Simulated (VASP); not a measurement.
# F (C2/m) in VASP: further runs

The runs below take F through single point, with PBEsol.

All numbers are computed with VASP 6.6.1; they aren't measurements. Logs are shortened: lines on timing, memory, paths and dates and some standing lists are left out, and cuts for length are marked.

**1. The cell of the first run**

Symmetry: C2/m, No. 12, monoclinic system. The conventional cell has a = 6.219 Å, b = 3.564 Å, c = 7.507 Å, α = 90.00°, β = 112.50°, γ = 90.00°. Within 1.6 Å of F (site symmetry m) lie 1 F at 1.20 Å. F (site symmetry m) has 1 F at 1.40 Å within 1.9 Å.

**2. Single point, PBEsol (atoms shifted along a free coordinate)**

INCAR reads:

```
PREC     = Accurate       # precision mode
ENCUT    = 520            # plane-wave cutoff, eV
EDIFF    = 1E-6           # SCF threshold, eV
ISMEAR   = 0              # smearing method
SIGMA    = 0.05           # smearing width, eV
LREAL    = F              # projectors in reciprocal space
LASPH    = T              # aspherical terms in the spheres
NELM     = 60             # most SCF steps
ALGO     = Normal         # electronic algorithm
ISIF     = 2              # what is computed and relaxed
LWAVE    = F              # write WAVECAR
LCHARG   = T              # write CHGCAR
GGA      = PS             # functional
LELF     = T              # ELF
LVHAR    = T            
NBANDS   = 22             # bands
```

KPOINTS reads:

```
Automatic mesh
0
Gamma
  4 4 2
```

POSCAR reads:

```
F
1.0
    3.1004838602     -1.7819543364     -0.2391360627
    3.1004838602      1.7819543364     -0.2391360627
   -2.3313270155      0.0000000000      7.1362390124
F
4
Direct
    0.0848459664      0.0848459664      0.0740235354
    0.9151540336      0.9151540336      0.9259764646
    0.5015719855      0.5015719855      0.5937195244
    0.4984280145      0.4984280145      0.4062804756
```

Potentials or basis: VASP PAW PBE potentials, release 64 (F).

Command:

```sh
$ cat potpaw_PBE.64/F/POTCAR > POTCAR
$ mpirun -np 1 vasp_std > vasp.out
```

OUTCAR:

```text
PREC = Accurate
   ENCUT = 520
   EDIFF = 1E-6
   ISMEAR = 0
   LREAL = F
   LASPH = T
   NELM = 60
   ISIF = 2
   GGA = PS

 ion  position               nearest neighbor table
   1  0.085  0.085  0.074-   2 1.20
   2  0.915  0.915  0.926-   1 1.20
   3  0.502  0.502  0.594-   4 1.40
   4  0.498  0.498  0.406-   3 1.40

  LATTYP: Found a base centered monoclinic cell.
 ALAT       =     6.2193846074
 B/A-ratio  =     0.5730323654
 C/A-ratio  =     1.2070962569
 COS(beta)  =    -0.3827161857

  Lattice vectors:

 A1 = (   3.1004838602,  -1.7819543364,  -0.2391360627)
 A2 = (   3.1004838602,   1.7819543364,  -0.2391360627)
 A3 = (  -2.3313270155,   0.0000000000,   7.1362390124)

Analysis of symmetry for initial positions (statically):
=====================================================================
 Subroutine PRICEL returns:
 Original cell was already a primitive cell.

 Routine SETGRP: Setting up the symmetry group for a
 base centered monoclinic supercell.

 Subroutine GETGRP returns: Found  4 space group operations
 (whereof  4 operations were pure point group operations)
 out of a pool of  4 trial point group operations.

The static configuration has the point symmetry C_2h.

Analysis of symmetry for dynamics (positions and initial velocities):
=====================================================================
 Subroutine PRICEL returns:
 Original cell was already a primitive cell.

 Routine SETGRP: Setting up the symmetry group for a
 base centered monoclinic supercell.

 Subroutine GETGRP returns: Found  4 space group operations
 (whereof  4 operations were pure point group operations)
 out of a pool of  4 trial point group operations.

The dynamic configuration has the point symmetry C_2h.

 Subroutine INISYM returns: Found  4 space group operations
 (whereof  4 operations are pure point group operations),
 and found     1 'primitive' translations

----------------------------------------------------------------------------------------

                                     Primitive cell

  volume of cell :      76.8674

  direct lattice vectors                    reciprocal lattice vectors
[... 74 lines left out ...]
   ISPIN  =      1    spin polarized calculation?
   LNONCOLLINEAR =      F non collinear calculations
   LSORBIT =      F    spin-orbit coupling
   LASPH  =      T    aspherical Exc in radial PAW
   ENCUT  =  520.0 eV  38.22 Ry    6.18 a.u.   6.66  6.66 13.96*2*pi/ulx,y,z
   NELM   =     60;   NELMIN=  2; NELMDL= -5     # of ELM steps
   EDIFF  = 0.1E-05   stopping-criterion for ELM
   LREAL  =      F    real-space projection
   EDIFFG = 0.1E-04   stopping-criterion for IOM
   NSW    =      0    number of steps for IOM
   IBRION =     -1    ionic relax: 0-MD 1-quasi-New 2-CG
   NFREE  =      0    steps in history (QN), initial steepest desc. (CG)
   ISIF   =      2    stress and relaxation
   ISYM   =      2    0-nonsym 1-usesym 2-fastsym
   POTIM  = 0.5000    time-step for ionic-motion
   TEBEG  =    0.0;   TEEND  =   0.0 temperature during run
   PSTRESS=    0.0 pullay stress
   NELECT =      28.0000    total number of electrons
   NUPDOWN=      -1.0000    fix difference up-down
   EMIN   =  10.00;   EMAX   =-10.00  energy-range for DOS
   EFERMI =   0.00;   METHOD = LEGACY
   ISMEAR =     0;   SIGMA  =   0.05  broadening in eV -4-tet -1-fermi 0-gaus
   EFERMI_NEDOS =   21; number of points for ismear=-14 and -15
   IALGO  =     38    algorithm
   IMIX   =      4    mixing-type and parameters
     AMIX     =   0.40;   BMIX     =  1.00
     AMIX_MAG =   1.60;   BMIX_MAG =  1.00
  volume/ion in A,a.u.               =      19.22       129.68
  Fermi-wavevector in a.u.,A,eV,Ry     =   1.169177  2.209423 18.598807  1.366974
  Thomas-Fermi vector in A             =   2.305653
   LORBIT       =      0    0 simple, 1 ext, 2 COOP (PROOUT), +10 PAW based schemes
   GGA     = PS    functional components
   LHFCALC =     F    Hartree Fock is set to
   AEXX    =    0.0000 exact exchange contribution
   IVDW    =     0    specifies the selected vdW correction
   LEPSILON=     F    determine dielectric tensor
   LRPA    =     F    only Hartree local field effects (RPA)
 non-spin polarized calculation
 Gauss-broadening in eV      SIGMA  =   0.05
  energy-cutoff  :      520.00
  volume of cell :       76.87
 maximum number of plane-waves:      2097
 NGX is ok and might be reduce to    28
   NGX = 13   NGY = 13   NGZ = 27

 number of electron      28.0000020 magnetization

 Free energy of the ion-electron system (eV)
  ---------------------------------------------------
  ext. energy  EPLUGINS =         0.00000000
  ---------------------------------------------------
  free energy    TOTEN  =        -6.53278020 eV

  energy without entropy =       -6.53278020  energy(sigma->0) =       -6.53278020

 E-fermi :  -4.5507     XC(G=0):  -6.6706

 val. band max:       -4.8566488644   @ k =   0.5000   0.5000  -0.0000
 cond. band min:      -2.3461970203   @ k =   0.0000   0.0000   0.0000
 fundamental gap:      2.5104518440
 Fermi energy:        -4.5507244902

 k-point     1 :       0.0000    0.0000    0.0000
  band No.  band energies     occupation
      1     -34.6487      2.00000
      2     -30.7425      2.00000
      3     -24.0586      2.00000
      4     -22.5489      2.00000
      5     -13.0473      2.00000
      6     -12.0248      2.00000
[... 339 lines left out ...]
     21       8.9444      0.00000
     22       9.3287      0.00000

------------------------ aborting loop because EDIFF is reached ----------------------------------------

  FORCE on cell =-STRESS in cart. coord.  units (eV):
  Direction    XX          YY          ZZ          XY          YZ          ZX
  --------------------------------------------------------------------------------------
  -------------------------------------------------------------------------------------
  Total        6.1630811     -0.2614540     12.4117474      0.0000000      0.0000000      8.6041592
  in kB      128.4594894     -5.4495861    258.7028650      0.0000000      0.0000000    179.3398273
  external PRESSURE =     127.2375894 kB  Pullay stress =       0.0000000 kB

 VOLUME and BASIS-vectors are now :
 -----------------------------------------------------------------------------
  energy-cutoff  :      520.00
  volume of cell :       76.87
      direct lattice vectors                 reciprocal lattice vectors
     3.100483860 -1.781954336 -0.239136063     0.165433587 -0.280590804  0.054045246
     3.100483860  1.781954336 -0.239136063     0.165433587  0.280590804  0.054045246
    -2.331327015  0.000000000  7.136239012     0.011087391  0.000000000  0.143751959

 POSITION                                       TOTAL-FORCE (eV/Angst)
 -----------------------------------------------------------------------------------
      0.35355      0.00000      0.48767         8.909095      0.000000     12.380004
      3.51609      0.00000      6.17030        -8.909095      0.000000    -12.380004
      1.72608      0.00000      3.99704        -0.153889      0.000000      0.386686
      2.14356      0.00000      2.66093         0.153889      0.000000     -0.386686
 -----------------------------------------------------------------------------------
    total drift:                                0.000000     -0.000000     -0.000000

  FREE ENERGIE OF THE ION-ELECTRON SYSTEM (eV)
  ---------------------------------------------------
  free  energy   TOTEN  =        -6.5327801955 eV

  energy  without entropy=       -6.5327801955  energy(sigma->0) =       -6.53278020
```

Run time: 65 s. Hardware: 1 thread of AMD EPYC, shared host; peak memory 0.15 GiB.

What came out:

```yaml
Free_energy: -6.5328 eV
Pressure: 12.7 GPa
Largest_force: 15.252 eV/Å
Band_gap_on_the_k_mesh: 2.51 eV (least direct gap 2.57 eV)
```

Forces on the atoms (eV/Å):
```
F     8.909   0.000  12.380
F    -8.909   0.000 -12.380
F    -0.154   0.000   0.387
F     0.154   0.000  -0.387
```

Stress tensor (GPa, compression positive):
```
12.85  0.00 17.93
 0.00 -0.54  0.00
17.93  0.00 25.87
```

Caveat: the k points lie up to 0.52 Å⁻¹ apart; the cell differs from its parent crystal (atoms shifted along a free coordinate); the standard files for N, O and F lose accuracy on very short bonds; the PAW data sets were made with another functional, which shifts forces and pressure a little. A k mesh can miss the band edges.

**3. Single point, PBEsol (atoms shifted along a free coordinate)**

INCAR reads:

```
SYSTEM = F
  PREC = Accurate
  ENCUT = 520
  EDIFF = 1E-6
  ISMEAR = 0
  SIGMA = 0.05
  LREAL = .FALSE.
  LASPH = .TRUE.
  NELM = 100
  ALGO = Normal
  ISIF = 2
  LWAVE = .FALSE.
  LCHARG = .TRUE.
  GGA = PS
  LELF = .TRUE.
  LVHAR = .TRUE.
  NBANDS = 22
```

KPOINTS reads:

```
regular mesh
0
G
  4 4 2
  0 0 0
```

POSCAR: that of step 2 with these lines changed.

```diff
@@ -8,4 +8,4 @@
 Direct
-    0.0848459664      0.0848459664      0.0740235354
-    0.9151540336      0.9151540336      0.9259764646
+    0.0848459664      0.0848459664      0.0979998919
+    0.9151540336      0.9151540336      0.9020001081
     0.5015719855      0.5015719855      0.5937195244
```

Potentials or basis: VASP PAW PBE potentials, release 64 (F).

Command:

```sh
$ cat potpaw_PBE.64/F/POTCAR > POTCAR
$ mpirun -np 1 vasp_std > vasp.out
```

OUTCAR:

```text
SYSTEM = F
   PREC = Accurate
   ENCUT = 520
   EDIFF = 1E-6
   ISMEAR = 0
   LREAL = .FALSE.
   LASPH = .TRUE.
   NELM = 100
   ISIF = 2
   GGA = PS

 ion  position               nearest neighbor table
   1  0.085  0.085  0.098-   2 1.45
   2  0.915  0.915  0.902-   1 1.45
   3  0.502  0.502  0.594-   4 1.40
   4  0.498  0.498  0.406-   3 1.40

[... 538 lines left out ...]

  FORCE on cell =-STRESS in cart. coord.  units (eV):
  Direction    XX          YY          ZZ          XY          YZ          ZX
  --------------------------------------------------------------------------------------
  -------------------------------------------------------------------------------------
  Total       -0.4659757     -0.2481037     -0.9351087      0.0000000      0.0000000     -0.7452547
  in kB       -9.7125122     -5.1713207    -19.4908323      0.0000000      0.0000000    -15.5336326
  external PRESSURE =     -11.4582217 kB  Pullay stress =       0.0000000 kB

 VOLUME and BASIS-vectors are now :
 -----------------------------------------------------------------------------
  energy-cutoff  :      520.00
  volume of cell :       76.87
      direct lattice vectors                 reciprocal lattice vectors
     3.100483860 -1.781954336 -0.239136063     0.165433587 -0.280590804  0.054045246
     3.100483860  1.781954336 -0.239136063     0.165433587  0.280590804  0.054045246
    -2.331327015  0.000000000  7.136239012     0.011087391  0.000000000  0.143751959

 POSITION                                       TOTAL-FORCE (eV/Angst)
 -----------------------------------------------------------------------------------
      0.29766      0.00000      0.65877        -0.406419      0.000000     -0.933078
      3.57198      0.00000      5.99920         0.406419      0.000000      0.933078
      1.72608      0.00000      3.99704        -0.115129      0.000000      0.415365
      2.14356      0.00000      2.66093         0.115129      0.000000     -0.415365
 -----------------------------------------------------------------------------------
    total drift:                                0.000000     -0.000000     -0.000000

  FREE ENERGIE OF THE ION-ELECTRON SYSTEM (eV)
  ---------------------------------------------------
  free  energy   TOTEN  =        -7.7807622224 eV

  energy  without entropy=       -7.7807622224  energy(sigma->0) =       -7.78076222
```

stdout:

```text
POSCAR found type information on POSCAR F
 POSCAR found :  1 types and       4 ions
 scaLAPACK will be used
 -----------------------------------------------------------------------------
|                                                                             |
|                                                                             |
|     You enforced a specific xc type in the INCAR file but a different       |
|     I HOPE YOU KNOW WHAT YOU ARE DOING!                                     |
|                                                                             |
 -----------------------------------------------------------------------------

 LDA part: xc-table for (Slater+PW92), standard interpolation
 POSCAR, INCAR and KPOINTS ok, starting setup
 FFT: planning ... GRIDC
 FFT: planning ... GRID_SOFT
 FFT: planning ... GRID
 WAVECAR not read
 entering main loop
```

It took 66 s on 1 thread of AMD EPYC, shared host; peak memory 0.15 GiB.

What came out:

```
Free energy            : -7.7808 eV
Pressure               : -1.1 GPa
Largest force          : 1.018 eV/Å
Band gap on the k mesh : 2.68 eV (least direct gap 2.78 eV)
```

Forces on the atoms (eV/Å):
```
F   -0.406  0.000 -0.933
F    0.406  0.000  0.933
F   -0.115  0.000  0.415
F    0.115  0.000 -0.415
```

Stress tensor (GPa, compression positive):
```
-0.97  0.00 -1.55
 0.00 -0.52  0.00
-1.55  0.00 -1.95
```

Caveat: the k points lie up to 0.52 Å⁻¹ apart; the cell differs from its parent crystal (atoms shifted along a free coordinate); the PAW data sets were made with another functional, which shifts forces and pressure a little.

**4. Single point, PBEsol (atoms shifted along a free coordinate)**

INCAR reads:

```
PREC = Accurate
ENCUT = 520
EDIFF = 1E-7
ISMEAR = 0
SIGMA = 0.05
LREAL = F
LASPH = T
NELM = 100
ALGO = Normal
ISIF = 2
LWAVE = F
LCHARG = F
GGA = PS
NBANDS = 22
```

KPOINTS reads:

```
Automatic mesh
0
Gamma
  4 4 2
```

POSCAR: that of step 3 with these lines changed.

```diff
@@ -8,4 +8,4 @@
 Direct
-    0.0848459664      0.0848459664      0.0979998919
-    0.9151540336      0.9151540336      0.9020001081
+    0.0848459664      0.0848459664      0.1059920108
+    0.9151540336      0.9151540336      0.8940079892
     0.5015719855      0.5015719855      0.5937195244
```

Command:

```sh
$ cat potpaw_PBE.64/F/POTCAR > POTCAR
$ mpirun -np 1 vasp_std > vasp.out
```

Run time: 68 s. Hardware: 1 thread of AMD EPYC, shared host; peak memory 0.15 GiB.

The run converged. Its results:

```yaml
Free_energy: -7.5902 eV
Pressure: -3.4 GPa
Largest_force: 2.918 eV/Å
Band_gap_on_the_k_mesh: 1.85 eV (least direct gap 1.94 eV)
```

Forces on the atoms (eV/Å):
```
F   -1.018  0.000 -2.734
F    1.018  0.000  2.734
F   -0.083  0.000  0.415
F    0.083  0.000 -0.415
```

Stress tensor (GPa, compression positive):
```
-1.84  0.00 -3.65
 0.00 -0.52  0.00
-3.65  0.00 -7.76
```

Levels at points of the mesh, in eV from the valence-band top:
```
           k point  band 12  band 13  band 14  band 15  band 16  band 17
(0.00, 0.00, 0.00)    -0.19    -0.09    -0.09     1.85     3.51     8.85
(0.50, 0.00, 0.00)    -0.31    -0.25    -0.23     2.01     3.50    12.72
(0.50, 0.50, 0.00)    -0.32    -0.17     0.00     1.97     3.48    13.00
(0.00, 0.00, 0.50)    -0.23    -0.18    -0.10     1.93     3.41     9.59
(0.50, 0.00, 0.50)    -0.37    -0.19    -0.06     1.96     3.51    12.70
(0.50, 0.50, 0.50)    -0.33    -0.21    -0.11     2.02     3.49    12.68
```

Caveat: the k points lie up to 0.52 Å⁻¹ apart; the cell differs from its parent crystal (atoms shifted along a free coordinate); the PAW data sets were made with another functional, which shifts forces and pressure a little.

**5. Summary**

```tsv
cell	gap on the mesh (eV)	pressure (GPa)	largest force (eV/Å)
as given, atomic positions A	2.51	12.7	15.25
as given, atomic positions B	2.68	-1.1	1.02
as given, atomic positions C	1.85	-3.4	2.92
```

Alike in all rows: task single point; level PBEsol; potentials or basis VASP PAW PBE potentials, release 64 (F); no spin polarisation; k mesh 4 × 4 × 2; cutoff (eV) 520; smearing gaussian 0.05 eV.

Caveats: all runs use coarse meshes; the PAW data sets were made with another functional, which shifts forces and pressure a little; the standard files for N, O and F lose accuracy on very short bonds (at least some runs).

Absolute energies hang on the potentials; compare differences alone.
